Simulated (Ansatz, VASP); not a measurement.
Two plane-wave programs on Mo

```
Mo
1.0
    -1.60923    1.60923    1.52224
     1.60923   -1.60923    1.52224
     1.60923    1.60923   -1.52224
Mo
1
Cartesian
  0.0000 0.0000 0.0000
```

Change from the starting cell: strain +e along x and -e along y +0.0000, strain +e along z and -e/2 along x and y -0.0367.

Alike in both runs: task single point; functional PBE; k mesh 20 × 20 × 20; occupations gaussian, width 0.15 eV; no spin polarisation.

```csv
,VASP,Ansatz
version,VASP 6.6.1,Ansatz 0.2.0
potentials or method,"VASP PAW PBE potentials, release 64 (Mo_sv), cutoff 520 eV","scalar-relativistic, plane waves, PAW"
valence electrons in the cell,14,14
```

Ansatz gave:

- gap on the k mesh at the Fermi level (eV): none
- pressure (GPa): 0.8
- traceless stress, the component that is largest in VASP (GPa): 11.69

**Question.** Estimate VASP's values.

**Answer.** gap on the k mesh at the Fermi level (eV): none; pressure (GPa): 1.3; traceless stress, the component that is largest in VASP (GPa): 11.69.

A gap of «none» marks a metal or a gap that the smearing closes.
